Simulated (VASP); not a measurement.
# Sn3As (Pm-3m) in VASP: notebook, part 2 of 2

VASP 6.6.1. Earlier steps stand in the parts before.

**4. Relaxation of cell and atoms, PBE**

INCAR

```
PREC = Accurate
ENCUT = 600
EDIFF = 1E-6
ISMEAR = 0
SIGMA = 0.1
LREAL = False
LASPH = True
NELM = 60
ALGO = Fast
ISIF = 3
LWAVE = False
LCHARG = False
GGA = PE
IBRION = 2
NSW = 100
EDIFFG = -0.01
```

KPOINTS

```
regular mesh
0
Gamma
  10 10 10
```

POSCAR

```
Sn3As
1.0
    4.6763348327      0.0000000000      0.0000000000
    0.0000000000      4.6763348327      0.0000000000
    0.0000000000      0.0000000000      4.6763348327
Sn As
3 1
Direct
    0.5000000000      0.0000000000      0.5000000000
    0.0000000000      0.5000000000      0.5000000000
    0.5000000000      0.5000000000      0.0000000000
    0.0000000000      0.0000000000      0.0000000000
```

Potentials or basis: VASP PAW PBE potentials, release 64 (Sn_d, As).

Command:

```console
cat potpaw_PBE.64/Sn_d/POTCAR potpaw_PBE.64/As/POTCAR > POTCAR
mpirun -np 1 vasp_std > vasp.out
```

OUTCAR:

```text
PREC = Accurate
   ENCUT = 600
   EDIFF = 1E-6
   ISMEAR = 0
   LREAL = False
   LASPH = True
   NELM = 60
   ISIF = 3
   GGA = PE
   IBRION = 2
   NSW = 100
   EDIFFG = -0.01

 ion  position               nearest neighbor table
   1  0.500  0.000  0.500-   2 3.31   3 3.31   4 3.31   3 3.31   4 3.31   2 3.31   3 3.31   3 3.31
                             2 3.31   4 3.31   4 3.31   2 3.31
   2  0.000  0.500  0.500-   1 3.31   3 3.31   4 3.31   3 3.31   4 3.31   1 3.31   4 3.31   4 3.31
                             1 3.31   3 3.31   3 3.31   1 3.31
   3  0.500  0.500  0.000-   1 3.31   2 3.31   4 3.31   1 3.31   2 3.31   1 3.31   4 3.31   1 3.31
                             2 3.31   4 3.31   2 3.31   4 3.31
   4  0.000  0.000  0.000-   1 3.31   2 3.31   3 3.31   1 3.31   2 3.31   2 3.31   3 3.31   2 3.31
                             1 3.31   3 3.31   1 3.31   3 3.31

  LATTYP: Found a simple cubic cell.
 ALAT       =     4.6763348327

  Lattice vectors:

 A1 = (   4.6763348327,   0.0000000000,   0.0000000000)
 A2 = (   0.0000000000,   4.6763348327,   0.0000000000)
 A3 = (   0.0000000000,   0.0000000000,   4.6763348327)

Analysis of symmetry for initial positions (statically):
=====================================================================
 Subroutine PRICEL returns:
 Original cell was already a primitive cell.

 Routine SETGRP: Setting up the symmetry group for a
 simple cubic supercell.

 Subroutine GETGRP returns: Found 48 space group operations
 (whereof 48 operations were pure point group operations)
 out of a pool of 48 trial point group operations.

The static configuration has the point symmetry O_h .

Analysis of symmetry for dynamics (positions and initial velocities):
=====================================================================
 Subroutine PRICEL returns:
 Original cell was already a primitive cell.

 Routine SETGRP: Setting up the symmetry group for a
 simple cubic supercell.

 Subroutine GETGRP returns: Found 48 space group operations
 (whereof 48 operations were pure point group operations)
 out of a pool of 48 trial point group operations.

The dynamic configuration has the point symmetry O_h .

 Subroutine INISYM returns: Found 48 space group operations
 (whereof 48 operations are pure point group operations),
 and found     1 'primitive' translations

----------------------------------------------------------------------------------------

                                     Primitive cell

  volume of cell :     102.2626

  direct lattice vectors                    reciprocal lattice vectors
     4.676334833  0.000000000  0.000000000     0.213842686  0.000000000  0.000000000
     0.000000000  4.676334833  0.000000000     0.000000000  0.213842686  0.000000000
     0.000000000  0.000000000  4.676334833     0.000000000  0.000000000  0.213842686

  length of vectors
     4.676334833  4.676334833  4.676334833     0.213842686  0.213842686  0.213842686

  position of ions in fractional coordinates (direct lattice)
     0.500000000  0.000000000  0.500000000
     0.000000000  0.500000000  0.500000000
[... 43 lines left out ...]
  0.500000  0.000000  0.000000      3.000000
[... 16 lines left out ...]
  0.200000  0.100000  0.100000     24.000000
  0.300000  0.100000  0.100000     24.000000
 [... further k-points ...]
   k-points           NKPTS =     56   k-points in BZ     NKDIM =     56   number of bands    NBANDS=     28
   number of dos      NEDOS =    301   number of ions     NIONS =      4
   total plane-waves  NPLWV =  64000
   dimension x,y,z NGX =    40 NGY =   40 NGZ =   40
   dimension x,y,z NGXF=    80 NGYF=   80 NGZF=   80
   ions per type =               3   1
   NGX,Y,Z   is equivalent  to a cutoff of  14.22, 14.22, 14.22 a.u.
   NGXF,Y,Z  is equivalent  to a cutoff of  28.44, 28.44, 28.44 a.u.
 SYSTEM =  unknown system
   PREC   = accura    normal or accurate (medium, high low for compatibility)
   ISTART =      0    job   : 0-new  1-cont  2-samecut
   ICHARG =      2    charge: 1-file 2-atom 10-const
   ISPIN  =      1    spin polarized calculation?
   LNONCOLLINEAR =      F non collinear calculations
   LSORBIT =      F    spin-orbit coupling
   LASPH  =      T    aspherical Exc in radial PAW
   ENCUT  =  600.0 eV  44.10 Ry    6.64 a.u.   9.34  9.34  9.34*2*pi/ulx,y,z
   NELM   =     60;   NELMIN=  2; NELMDL= -5     # of ELM steps
   EDIFF  = 0.1E-05   stopping-criterion for ELM
   LREAL  =      F    real-space projection
   EDIFFG = -.1E-01   stopping-criterion for IOM
   NSW    =    100    number of steps for IOM
   IBRION =      2    ionic relax: 0-MD 1-quasi-New 2-CG
   NFREE  =      1    steps in history (QN), initial steepest desc. (CG)
   ISIF   =      3    stress and relaxation
   ISYM   =      2    0-nonsym 1-usesym 2-fastsym
   POTIM  = 0.5000    time-step for ionic-motion
   TEBEG  =    0.0;   TEEND  =   0.0 temperature during run
   PSTRESS=    0.0 pullay stress
   NELECT =      47.0000    total number of electrons
   NUPDOWN=      -1.0000    fix difference up-down
   EMIN   =  10.00;   EMAX   =-10.00  energy-range for DOS
   EFERMI =   0.00;   METHOD = LEGACY
   ISMEAR =     0;   SIGMA  =   0.10  broadening in eV -4-tet -1-fermi 0-gaus
   EFERMI_NEDOS =   21; number of points for ismear=-14 and -15
   IALGO  =     68    algorithm
   IMIX   =      4    mixing-type and parameters
     AMIX     =   0.40;   BMIX     =  1.00
     AMIX_MAG =   1.60;   BMIX_MAG =  1.00
  volume/ion in A,a.u.               =      25.57       172.53
  Fermi-wavevector in a.u.,A,eV,Ry     =   1.263383  2.387449 21.716772  1.596138
  Thomas-Fermi vector in A             =   2.396743
   LORBIT       =      0    0 simple, 1 ext, 2 COOP (PROOUT), +10 PAW based schemes
   GGA     = PE    functional components
   LHFCALC =     F    Hartree Fock is set to
   AEXX    =    0.0000 exact exchange contribution
   IVDW    =     0    specifies the selected vdW correction
   LEPSILON=     F    determine dielectric tensor
   LRPA    =     F    only Hartree local field effects (RPA)
 conjugate gradient relaxation of ions
 non-spin polarized calculation
 RMM-DIIS sequential band-by-band and
 Gauss-broadening in eV      SIGMA  =   0.10
  energy-cutoff  :      600.00
  volume of cell :      102.26
 maximum number of plane-waves:      3448
 NGX is ok and might be reduce to    40
   NGX = 19   NGY = 19   NGZ = 19

--------------------------------------- Ionic step        1  -------------------------------------------

 number of electron      46.9999989 magnetization

 Free energy of the ion-electron system (eV)
  ---------------------------------------------------
  ext. energy  EPLUGINS =         0.00000000
  ---------------------------------------------------
  free energy    TOTEN  =       -15.64973722 eV

  energy without entropy =      -15.64024164  energy(sigma->0) =      -15.64498943

------------------------ aborting loop because EDIFF is reached ----------------------------------------

  FORCE on cell =-STRESS in cart. coord.  units (eV):
  Direction    XX          YY          ZZ          XY          YZ          ZX
  --------------------------------------------------------------------------------------
  -------------------------------------------------------------------------------------
  Total        0.4014984      0.4014984      0.4014984      0.0000000      0.0000000     -0.0000000
  in kB        6.2903906      6.2903906      6.2903906      0.0000000      0.0000000     -0.0000000
  external PRESSURE =       6.2903906 kB  Pullay stress =       0.0000000 kB
[... 63 lines left out ...]
--------------------------------------- Ionic step        3  -------------------------------------------

 number of electron      47.0000001 magnetization

 Free energy of the ion-electron system (eV)
  ---------------------------------------------------
  ext. energy  EPLUGINS =         0.00000000
  ---------------------------------------------------
  free energy    TOTEN  =       -15.65205087 eV

  energy without entropy =      -15.64222562  energy(sigma->0) =      -15.64713825

 E-fermi :   7.5230     XC(G=0): -10.3094

 val. band max:        7.5168656203   @ k =   0.3000   0.0000   0.0000
 cond. band min:       7.5627269664   @ k =   0.4000   0.0000   0.0000
 fundamental gap:      0.0458613461
 Fermi energy:         7.5229508054

 k-point     1 :       0.0000    0.0000    0.0000
  band No.  band energies     occupation
      1     -14.2449      2.00000
      2     -14.2449      2.00000
      3     -14.2449      2.00000
      4     -14.2085      2.00000
      5     -14.1797      2.00000
      6     -14.1797      2.00000
[... 733 lines left out ...]
     27       9.0375      0.00000
     28      10.0898      0.00000

 [... further k-points ...]

------------------------ aborting loop because EDIFF is reached ----------------------------------------

  FORCE on cell =-STRESS in cart. coord.  units (eV):
  Direction    XX          YY          ZZ          XY          YZ          ZX
  --------------------------------------------------------------------------------------
  -------------------------------------------------------------------------------------
  Total        0.0001564      0.0001564      0.0001564      0.0000000      0.0000000     -0.0000000
  in kB        0.0024220      0.0024220      0.0024220      0.0000000      0.0000000     -0.0000000
  external PRESSURE =       0.0024220 kB  Pullay stress =       0.0000000 kB
[... 19 lines left out ...]
  FREE ENERGIE OF THE ION-ELECTRON SYSTEM (eV)
  ---------------------------------------------------
  free  energy   TOTEN  =       -15.6520508715 eV

  energy  without entropy=      -15.6422256239  energy(sigma->0) =      -15.64713825

 reached required accuracy - stopping structural energy minimisation
```

OSZICAR:

```text
N       E                     dE             d eps       ncg     rms          rms(c)
DAV:   1     0.438910177263E+03    0.43891E+03   -0.25913E+04  3156   0.268E+03
DAV:   2     0.399695890801E+02   -0.39894E+03   -0.39261E+03  3136   0.599E+02
[... 25 lines left out ...]
DAV:   1    -0.156559415081E+02   -0.40353E-02   -0.91232E-02  3896   0.415E+00    0.340E-01
RMM:   2    -0.156527539288E+02    0.31876E-02   -0.55260E-03  3414   0.899E-01    0.154E-01
RMM:   3    -0.156520336737E+02    0.72026E-03   -0.27535E-03  3436   0.605E-01    0.202E-02
RMM:   4    -0.156520473711E+02   -0.13697E-04   -0.34153E-04  3940   0.131E-01    0.131E-02
RMM:   5    -0.156520487371E+02   -0.13660E-05   -0.33638E-05  3894   0.564E-02    0.771E-03
RMM:   6    -0.156520509238E+02   -0.21867E-05   -0.11407E-05  3425   0.387E-02    0.216E-03
RMM:   7    -0.156520508715E+02    0.52300E-07   -0.33361E-06  2100   0.179E-02
   3 F= -.15652051E+02 E0= -.15647138E+02  d E =-.231365E-02
```

CONTCAR:

```text
Sn3As
   1.00000000000000
     4.6943941152698638    0.0000000000000000   -0.0000000000000000
     0.0000000000000000    4.6943941152698638   -0.0000000000000000
     0.0000000000000000    0.0000000000000000    4.6943941152698638
  Sn              As
     3     1
Direct
     0.5000000000000000    0.0000000000000000    0.5000000000000000
     0.0000000000000000    0.5000000000000000    0.5000000000000000
     0.5000000000000000    0.5000000000000000    0.0000000000000000
     0.0000000000000000    0.0000000000000000    0.0000000000000000

  0.00000000E+00  0.00000000E+00  0.00000000E+00
  0.00000000E+00  0.00000000E+00  0.00000000E+00
  0.00000000E+00  0.00000000E+00  0.00000000E+00
  0.00000000E+00  0.00000000E+00  0.00000000E+00
```

Run time: 3.2 min. Hardware: 1 thread of AMD EPYC 9R45 (Zen 5), shared host; peak memory 0.33 GiB.

Results:

* Free energy: -15.6521 eV
* Relaxed volume: 25.86 Å³/atom
* Relaxed cell: a = 4.694 Å, b = 4.694 Å, c = 4.694 Å, α = 90.00°, β = 90.00°, γ = 90.00°
* Space group after relaxing (to 0.1 Å): Pm-3m (No. 221)
* Energy gained by relaxing: 0.6 meV/atom
* Ionic steps: 3
* Pressure after relaxing: 0.0 GPa
* Band gap on the k mesh: zero (an odd number of electrons rules out a gap without spin polarisation)

Step by step:
```csv
step,energy change (eV),largest force (eV/Å),pressure (GPa),volume (Å³)
1,0.0000,0.0000,0.63,102.26
2,-0.0022,0.0000,-0.16,103.76
3,-0.0023,0.0000,0.00,103.45
```

Final structure:
```cif
data_structure
_symmetry_space_group_name_H-M 'P 1'
_symmetry_Int_Tables_number 1
_cell_length_a 4.6944
_cell_length_b 4.6944
_cell_length_c 4.6944
_cell_angle_alpha 90.000
_cell_angle_beta 90.000
_cell_angle_gamma 90.000
_cell_volume 103.45
loop_
_atom_site_label
_atom_site_type_symbol
_atom_site_fract_x
_atom_site_fract_y
_atom_site_fract_z
_atom_site_occupancy
Sn1 Sn 0.50000 0.00000 0.50000 1
Sn2 Sn 0.00000 0.50000 0.50000 1
Sn3 Sn 0.50000 0.50000 0.00000 1
As1 As 0.00000 0.00000 0.00000 1
```

Levels at points of the mesh, in eV from the Fermi level:
```tsv
k point	band 21	band 22	band 23	band 24	band 25	band 26
(0.00, 0.00, 0.00)	-3.99	-3.99	0.85	0.85	0.85	2.38
(0.50, 0.00, 0.00)	-2.47	-1.83	-1.83	-0.99	-0.13	2.46
(0.50, 0.50, 0.00)	-1.38	-1.19	-1.19	-0.61	0.07	0.11
(0.50, 0.50, 0.50)	-4.97	-4.97	-4.89	3.47	3.47	3.47
```

Caveat: spin-orbit coupling is left out, which moves the levels of the heavy elements.

**5. Summary**

```tsv
task	cell	k mesh	cutoff (eV)	gap on the mesh (eV)	pressure (GPa)
single point	a = 4.676 Å, 4 atoms	4 × 4 × 4	520	none	0.0
single point	a = 4.695 Å, 4 atoms	10 × 10 × 10	520	none	0.0
relaxation of cell and atoms	relaxed from a = 4.676 Å, 4 atoms	10 × 10 × 10	600	none	0.0
```

Alike in all rows: level PBE; potentials or basis VASP PAW PBE potentials, release 64 (Sn_d, As); no spin polarisation; smearing gaussian 0.1 eV.

Caveats: spin-orbit coupling is left out, which moves the levels of the heavy elements.

Absolute energies hang on the potentials; compare differences alone.
